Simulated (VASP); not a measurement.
Input of a VASP 6.6.1 run:

File INCAR:

```
ALGO = Normal
EDIFF = 1E-6
ENCUT = 600
GGA = PE
GGA_COMPAT = False
ISIF = 2
ISMEAR = 0
LASPH = True
LCHARG = False
LREAL = False
LWAVE = False
NBANDS = 11
NELM = 120
PREC = Accurate
SIGMA = 0.02
```

File KPOINTS:

```
k-points
0
Gamma
  9 9 9
```

File POSCAR:

```
SiC
1.0
    0.0264439039      2.1834680565      2.1834680565
    2.1834680565      0.0264439039      2.1834680565
    2.1834680565      2.1834680565      0.0264439039
Si C
1 1
Direct
    0.0006169995      0.0006169995      0.0006169995
    0.2493830005      0.2493830005      0.2493830005
```

Potentials or basis: VASP PAW PBE potentials, release 64 (Si, C).

Launch:

```console
$ cat potpaw_PBE.64/Si/POTCAR potpaw_PBE.64/C/POTCAR > POTCAR
$ mpirun -np 1 vasp_std > vasp.out
```

Question: Estimate the pressure.

Answer: 5.9 GPa.

Question: What does it give for the band gap on the k mesh?

Answer: 1.42 eV, indirect (least direct gap 4.52 eV).

Forces on the atoms (eV/Å):
```
Si  -0.002 -0.002 -0.002
C    0.002  0.002  0.002
```

Caveat: the cell differs from its parent crystal (strained cell). A k mesh can miss the band edges.
